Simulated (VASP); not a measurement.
# MgO3 (P6_3/mmc) in VASP: further runs

Runs on MgO3. Level: PBE. Tasks: single point.

All numbers are computed with VASP 6.6.1; they aren't measurements. Logs are shortened: lines on timing, memory, paths and dates and some standing lists are left out, and cuts for length are marked.

### Step 1. The cell of the first run

The structure is hexagonal, space group P6_3/mmc (No. 194). Conventional cell: a = 6.034 Å, b = 6.034 Å, c = 3.477 Å, α = 90.00°, β = 90.00°, γ = 120.00°. Within 2.7 Å of Mg (site symmetry -6m2) lie 6 O at 2.07 Å. O (site symmetry mm2) has 2 O at 1.94 Å and 2 Mg at 2.07 Å within 2.6 Å.

### Step 2. Single point, PBE, collinear spin, ferromagnetic start

INCAR

```
PREC = Accurate ; ENCUT = 520
EDIFF = 1E-6 ; ISMEAR = 0
SIGMA = 0.1 ; LREAL = False
LASPH = True ; NELM = 150
ALGO = Normal ; ISIF = 2
LWAVE = False ; LCHARG = False
ISPIN = 2 ; MAGMOM = 0 0 0.65 0.65 0.65 0.65 0.65 0.65
LORBIT = 11 ; GGA = PE
NBANDS = 34
```

KPOINTS

```
Automatic mesh
0
Gamma
  8 6 6
```

POSCAR

```
MgO3
1.0
    0.0000000000      0.0000000000      3.4774469468
    6.0339612670      0.0000000000      0.0000000000
   -3.0169806335      5.2255637427      0.0000000000
Mg O
2 6
Direct
    0.2500000000      0.3333333333      0.6666666667
    0.7500000000      0.6666666667      0.3333333333
    0.2500000000      0.7737898223      0.5475796446
    0.7500000000      0.2262101777      0.7737898223
    0.2500000000      0.4524203554      0.2262101777
    0.7500000000      0.2262101777      0.4524203554
    0.2500000000      0.7737898223      0.2262101777
    0.7500000000      0.5475796446      0.7737898223
```

Potentials or basis: VASP PAW PBE potentials, release 64 (Mg, O).

The run is started by

```
$ cat potpaw_PBE.64/Mg/POTCAR potpaw_PBE.64/O/POTCAR > POTCAR
$ mpirun -np 1 vasp_std > vasp.out
```

OUTCAR:

```text
PREC = Accurate
   ENCUT = 520
   EDIFF = 1E-6
   ISMEAR = 0
   LREAL = False
   LASPH = True
   NELM = 150
   ISIF = 2
   ISPIN = 2
   LORBIT = 11
   GGA = PE

 ion  position               nearest neighbor table
   1  0.250  0.333  0.667-   4 2.07   4 2.07   8 2.07   8 2.07   6 2.07   6 2.07
   2  0.750  0.667  0.333-   7 2.07   7 2.07   5 2.07   5 2.07   3 2.07   3 2.07
   3  0.250  0.774  0.548-   5 1.94   7 1.94   2 2.07   2 2.07
   4  0.750  0.226  0.774-   8 1.94   6 1.94   1 2.07   1 2.07
   5  0.250  0.452  0.226-   7 1.94   3 1.94   2 2.07   2 2.07
   6  0.750  0.226  0.452-   4 1.94   8 1.94   1 2.07   1 2.07
   7  0.250  0.774  0.226-   5 1.94   3 1.94   2 2.07   2 2.07
   8  0.750  0.548  0.774-   4 1.94   6 1.94   1 2.07   1 2.07

  LATTYP: Found a hexagonal cell.
 ALAT       =     6.0339612670
 C/A-ratio  =     0.5763124410

  Lattice vectors:

 A1 = (   6.0339612670,   0.0000000000,   0.0000000000)
 A2 = (  -3.0169806335,   5.2255637427,   0.0000000000)
 A3 = (   0.0000000000,   0.0000000000,   3.4774469468)

Analysis of symmetry for initial positions (statically):
=====================================================================
 Subroutine PRICEL returns:
 Original cell was already a primitive cell.

 Routine SETGRP: Setting up the symmetry group for a
 hexagonal supercell.

 Subroutine GETGRP returns: Found 24 space group operations
 (whereof 12 operations were pure point group operations)
 out of a pool of 24 trial point group operations.

The static configuration has the point symmetry D_3d.
 The point group associated with its full space group is D_6h.

Analysis of symmetry for dynamics (positions and initial velocities):
=====================================================================
 Subroutine PRICEL returns:
 Original cell was already a primitive cell.

 Routine SETGRP: Setting up the symmetry group for a
 hexagonal supercell.

 Subroutine GETGRP returns: Found 24 space group operations
 (whereof 12 operations were pure point group operations)
 out of a pool of 24 trial point group operations.

The dynamic configuration has the point symmetry D_3d.
 The point group associated with its full space group is D_6h.

Analysis of structural, dynamic, and magnetic symmetry:
=====================================================================
 Subroutine PRICEL returns:
 Original cell was already a primitive cell.

 Routine SETGRP: Setting up the symmetry group for a
 hexagonal supercell.

 Subroutine GETGRP returns: Found 24 space group operations
 (whereof 12 operations were pure point group operations)
 out of a pool of 24 trial point group operations.

The overall configuration has the point symmetry D_3d.
 The point group associated with its full space group is D_6h.

 Subroutine INISYM returns: Found 24 space group operations
 (whereof 12 operations are pure point group operations),
 and found     1 'primitive' translations

----------------------------------------------------------------------------------------

                                     Primitive cell

  volume of cell :     109.6469

  direct lattice vectors                    reciprocal lattice vectors
     0.000000000  0.000000000  3.477446947     0.000000000  0.000000000  0.287567292
     6.033961267  0.000000000  0.000000000     0.165728608  0.095683456  0.000000000
    -3.016980633  5.225563743  0.000000000     0.000000000  0.191366913  0.000000000

  length of vectors
     3.477446947  6.033961267  6.033961267     0.287567292  0.191366913  0.191366913

  position of ions in fractional coordinates (direct lattice)
     0.250000000  0.333333333  0.666666667
     0.750000000  0.666666667  0.333333333
     0.250000000  0.773789822  0.547579645
     0.750000000  0.226210178  0.773789822
     0.250000000  0.452420355  0.226210178
     0.750000000  0.226210178  0.452420355
     0.250000000  0.773789822  0.226210178
     0.750000000  0.547579645  0.773789822

  ion indices of the primitive-cell ions
[... 64 lines left out ...]
   number of dos      NEDOS =    301   number of ions     NIONS =      8
   total plane-waves  NPLWV =  64512
   dimension x,y,z NGX =    28 NGY =   48 NGZ =   48
   dimension x,y,z NGXF=    56 NGYF=   96 NGZF=   96
   ions per type =               2   6
   NGX,Y,Z   is equivalent  to a cutoff of  13.39, 13.22, 13.22 a.u.
   NGXF,Y,Z  is equivalent  to a cutoff of  26.77, 26.45, 26.45 a.u.
 SYSTEM =  unknown system
   PREC   = accura    normal or accurate (medium, high low for compatibility)
   ISTART =      0    job   : 0-new  1-cont  2-samecut
   ICHARG =      2    charge: 1-file 2-atom 10-const
   ISPIN  =      2    spin polarized calculation?
   LNONCOLLINEAR =      F non collinear calculations
   LSORBIT =      F    spin-orbit coupling
   LASPH  =      T    aspherical Exc in radial PAW
   ENCUT  =  520.0 eV  38.22 Ry    6.18 a.u.   6.47 11.22 11.22*2*pi/ulx,y,z
   NELM   =    150;   NELMIN=  2; NELMDL= -5     # of ELM steps
   EDIFF  = 0.1E-05   stopping-criterion for ELM
   LREAL  =      F    real-space projection
   EDIFFG = 0.1E-04   stopping-criterion for IOM
   NSW    =      0    number of steps for IOM
   IBRION =     -1    ionic relax: 0-MD 1-quasi-New 2-CG
   NFREE  =      0    steps in history (QN), initial steepest desc. (CG)
   ISIF   =      2    stress and relaxation
   ISYM   =      2    0-nonsym 1-usesym 2-fastsym
   POTIM  = 0.5000    time-step for ionic-motion
   TEBEG  =    0.0;   TEEND  =   0.0 temperature during run
   PSTRESS=    0.0 pullay stress
   NELECT =      40.0000    total number of electrons
   NUPDOWN=      -1.0000    fix difference up-down
   EMIN   =  10.00;   EMAX   =-10.00  energy-range for DOS
   EFERMI =   0.00;   METHOD = LEGACY
   ISMEAR =     0;   SIGMA  =   0.10  broadening in eV -4-tet -1-fermi 0-gaus
   EFERMI_NEDOS =   21; number of points for ismear=-14 and -15
   IALGO  =     38    algorithm
   IMIX   =      4    mixing-type and parameters
     AMIX     =   0.40;   BMIX     =  1.00
     AMIX_MAG =   1.60;   BMIX_MAG =  1.00
  volume/ion in A,a.u.               =      13.71        92.49
  Fermi-wavevector in a.u.,A,eV,Ry     =   1.169758  2.210522 18.617318  1.368334
  Thomas-Fermi vector in A             =   2.306226
   LORBIT       =     11    0 simple, 1 ext, 2 COOP (PROOUT), +10 PAW based schemes
   GGA     = PE    functional components
   LHFCALC =     F    Hartree Fock is set to
   AEXX    =    0.0000 exact exchange contribution
   IVDW    =     0    specifies the selected vdW correction
   LEPSILON=     F    determine dielectric tensor
   LRPA    =     F    only Hartree local field effects (RPA)
 spin polarized calculation
 Gauss-broadening in eV      SIGMA  =   0.10
  energy-cutoff  :      520.00
  volume of cell :      109.65
 maximum number of plane-waves:      2989
 NGX is ok and might be reduce to    28
   NGX = 13   NGY = 23   NGZ = 23

 number of electron      39.9999984 magnetization       4.0000119

 Free energy of the ion-electron system (eV)
  ---------------------------------------------------
  ext. energy  EPLUGINS =         0.00000000
  ---------------------------------------------------
  free energy    TOTEN  =       -34.50904952 eV

  energy without entropy =      -34.46605011  energy(sigma->0) =      -34.48754981

 E-fermi :  -0.3818     XC(G=0):  -8.6575

 val. band max:       -0.3858224850   @ k =   0.5000   0.1667   0.1667
 cond. band min:      -0.3662552263   @ k =   0.0000   0.1667   0.1667
 fundamental gap:      0.0195672588
 Fermi energy:        -0.3817603972

 spin component 1

 k-point     1 :       0.0000    0.0000    0.0000
  band No.  band energies     occupation
      1     -20.5016      1.00000
      2     -20.0372      1.00000
      3     -17.0552      1.00000
      4     -17.0552      1.00000
      5     -16.9452      1.00000
      6     -16.9452      1.00000
[... 829 lines left out ...]
     31      11.0662      0.00000
     32      11.9258      0.00000

 [... further k-points ...]

 spin component 2

 k-point     1 :       0.0000    0.0000    0.0000
  band No.  band energies     occupation
      1     -19.4780      1.00000
      2     -18.9710      1.00000
      3     -15.9046      1.00000
      4     -15.9046      1.00000
      5     -15.7908      1.00000
      6     -15.7908      1.00000
[... 829 lines left out ...]
     31      11.2755      0.00000
     32      12.0812      0.00000

 [... further k-points ...]

 [bands above 32 left out]

------------------------ aborting loop because EDIFF is reached ----------------------------------------

  FORCE on cell =-STRESS in cart. coord.  units (eV):
  Direction    XX          YY          ZZ          XY          YZ          ZX
  --------------------------------------------------------------------------------------
  -------------------------------------------------------------------------------------
  Total       -0.0554278     -0.0554278     -0.3634644      0.0000000     -0.0000000      0.0000000
  in kB       -0.8099192     -0.8099192     -5.3109991      0.0000000     -0.0000000      0.0000000
  external PRESSURE =      -2.3102792 kB  Pullay stress =       0.0000000 kB

 VOLUME and BASIS-vectors are now :
 -----------------------------------------------------------------------------
  energy-cutoff  :      520.00
  volume of cell :      109.65
      direct lattice vectors                 reciprocal lattice vectors
     0.000000000  0.000000000  3.477446947     0.000000000  0.000000000  0.287567292
     6.033961267  0.000000000  0.000000000     0.165728608  0.095683456  0.000000000
    -3.016980633  5.225563743  0.000000000     0.000000000  0.191366913  0.000000000

 POSITION                                       TOTAL-FORCE (eV/Angst)
 -----------------------------------------------------------------------------------
     -0.00000      3.48371      0.86936        -0.000000      0.000000     -0.000000
      3.01698      1.74185      2.60809        -0.000000      0.000000     -0.000000
      3.01698      2.86141      0.86936         0.000000      0.025834     -0.000000
     -0.96957      4.04349      2.60809        -0.022373      0.012917     -0.000000
      2.04742      1.18208      0.86936        -0.022373     -0.012917      0.000000
     -0.00000      2.36415      2.60809        -0.000000     -0.025834      0.000000
      3.98655      1.18208      0.86936         0.022373     -0.012917     -0.000000
      0.96957      4.04349      2.60809         0.022373      0.012917     -0.000000
 -----------------------------------------------------------------------------------
    total drift:                                0.000000      0.000000      0.000000

  FREE ENERGIE OF THE ION-ELECTRON SYSTEM (eV)
  ---------------------------------------------------
  free  energy   TOTEN  =       -34.5090495191 eV

  energy  without entropy=      -34.4660501070  energy(sigma->0) =      -34.48754981

 total charge

# of ion       s       p       d       tot
------------------------------------------
    1        0.123   0.156   0.072   0.351
    2        0.123   0.156   0.072   0.351
    3        1.615   3.164   0.000   4.779
    4        1.615   3.164   0.000   4.779
    5        1.615   3.164   0.000   4.779
    6        1.615   3.164   0.000   4.779
    7        1.615   3.164   0.000   4.779
    8        1.615   3.164   0.000   4.779
--------------------------------------------------
tot          9.936  19.298   0.144  29.379

 magnetization (x)

# of ion       s       p       d       tot
------------------------------------------
    1       -0.005  -0.006  -0.002  -0.013
    2       -0.005  -0.006  -0.002  -0.013
    3        0.013   0.556   0.000   0.569
    4        0.013   0.556   0.000   0.569
    5        0.013   0.556   0.000   0.569
    6        0.013   0.556   0.000   0.569
    7        0.013   0.556   0.000   0.569
    8        0.013   0.556   0.000   0.569
--------------------------------------------------
tot          0.066   3.326  -0.004   3.388
```

Run time: 3.7 min. Hardware: 1 thread of AMD EPYC 7R13 (Zen 3), shared host; peak memory 0.36 GiB.

What came out:

* Free energy: -34.5090 eV
* Pressure: -0.2 GPa
* Largest force: 0.026 eV/Å
* Band gap on the k mesh: zero (filled and empty bands overlap)
* Net moment: 4.00 μB per cell
* Site moments: Mg -0.01; O +0.57 μB
* Valence electrons inside the program's atomic spheres: Mg 0.35; O 4.78

Forces in eV/Å, atoms in the order of the input:
```
Mg   0.000  0.000  0.000
Mg   0.000  0.000  0.000
O    0.000  0.026  0.000
O   -0.022  0.013  0.000
O   -0.022 -0.013  0.000
O    0.000 -0.026  0.000
O    0.022 -0.013  0.000
O    0.022  0.013  0.000
```

Stress tensor (GPa, compression positive):
```
-0.08  0.00  0.00
 0.00 -0.08  0.00
 0.00  0.00 -0.53
```

Caveat: semilocal functionals underestimate gaps, so a narrow gap can read as zero.

### Step 3. Single point, PBE, collinear spin, ferromagnetic start

This run uses another cell than the first one, of 13.44 Å³/atom.

INCAR

```
PREC = Accurate
ENCUT = 520
EDIFF = 1E-6
ISMEAR = 0
SIGMA = 0.1
LREAL = F
LASPH = T
NELM = 150
ALGO = Normal
ISIF = 2
LWAVE = F
LCHARG = F
ISPIN = 2
MAGMOM = 0 0 1.45 1.45 1.45 1.45 1.45 1.45
LORBIT = 11
GGA = PE
NBANDS = 34
```

KPOINTS

```
Automatic mesh
0
Gamma
  6 6 4
```

POSCAR

```
MgO3
1.0
    5.9696159005      0.0000000000      0.0000000000
   -2.9848079502      5.1698390206      0.0000000000
    0.0000000000      0.0000000000      3.4842733908
Mg O
2 6
Direct
    0.3333333333      0.6666666667      0.2500000000
    0.6666666667      0.3333333333      0.7500000000
    0.7748703659      0.5497407318      0.2500000000
    0.2251296341      0.7748703659      0.7500000000
    0.4502592682      0.2251296341      0.2500000000
    0.2251296341      0.4502592682      0.7500000000
    0.7748703659      0.2251296341      0.2500000000
    0.5497407318      0.7748703659      0.7500000000
```

Potentials or basis: VASP PAW PBE potentials, release 64 (Mg, O).

The run is started by

```
$ cat potpaw_PBE.64/Mg/POTCAR potpaw_PBE.64/O/POTCAR > POTCAR
$ mpirun -np 1 vasp_std > vasp.out
```

Run time: 3.1 min. Hardware: 1 thread of Intel Xeon 6975P-C (Granite Rapids), shared host; peak memory 0.33 GiB.

The run converged. Its results:

```
Free energy                                           : -34.5024 eV
Pressure                                              : -0.1 GPa
Largest force                                         : 0.031 eV/Å
Band gap on the k mesh                                : zero (filled and empty bands overlap)
Net moment                                            : 4.00 μB per cell
Site moments                                          : Mg -0.01; O +0.57 μB
Valence electrons inside the program's atomic spheres : Mg 0.35; O 4.78
```

Forces in eV/Å, atoms in the order of the input:
```
Mg   0.000  0.000  0.000
Mg   0.000  0.000  0.000
O    0.000  0.031  0.000
O   -0.027  0.016  0.000
O   -0.027 -0.016  0.000
O    0.000 -0.031  0.000
O    0.027 -0.016  0.000
O    0.027  0.016  0.000
```

Stress tensor (GPa, compression positive):
```
 0.15  0.00  0.00
 0.00  0.15  0.00
 0.00  0.00 -0.53
```

Levels at points of the mesh, in eV from the Fermi level:
Spin up:
| k point | band 20 | band 21 | band 22 | band 23 | band 24 | band 25 |
| --- | --- | --- | --- | --- | --- | --- |
| (0.00, 0.00, 0.00) | -0.18 | -0.18 | 0.18 | 0.18 | 0.19 | 5.14 |
| (0.50, 0.00, 0.00) | -0.66 | -0.62 | -0.09 | 0.10 | 0.37 | 6.27 |
| (0.00, 0.00, 0.50) | -0.39 | -0.04 | -0.04 | -0.04 | -0.04 | 9.06 |
| (0.50, 0.00, 0.50) | -0.29 | -0.05 | -0.05 | 0.05 | 0.05 | 9.69 |
Spin down:
| k point | band 15 | band 16 | band 17 | band 18 | band 19 | band 20 | band 21 | band 22 |
| --- | --- | --- | --- | --- | --- | --- | --- | --- |
| (0.00, 0.00, 0.00) | -1.32 | -1.32 | -1.12 | -1.12 | 0.53 | 1.33 | 1.33 | 1.75 |
| (0.50, 0.00, 0.00) | -1.49 | -1.47 | -0.96 | -0.87 | 0.70 | 0.76 | 0.95 | 1.52 |
| (0.00, 0.00, 0.50) | -1.29 | -1.29 | -1.29 | -1.29 | 1.22 | 1.22 | 1.48 | 1.48 |
| (0.50, 0.00, 0.50) | -1.90 | -1.90 | -1.72 | -1.72 | 1.29 | 1.29 | 1.42 | 1.42 |

Caveat: the k points lie up to 0.45 Å⁻¹ apart; semilocal functionals underestimate gaps, so a narrow gap can read as zero.
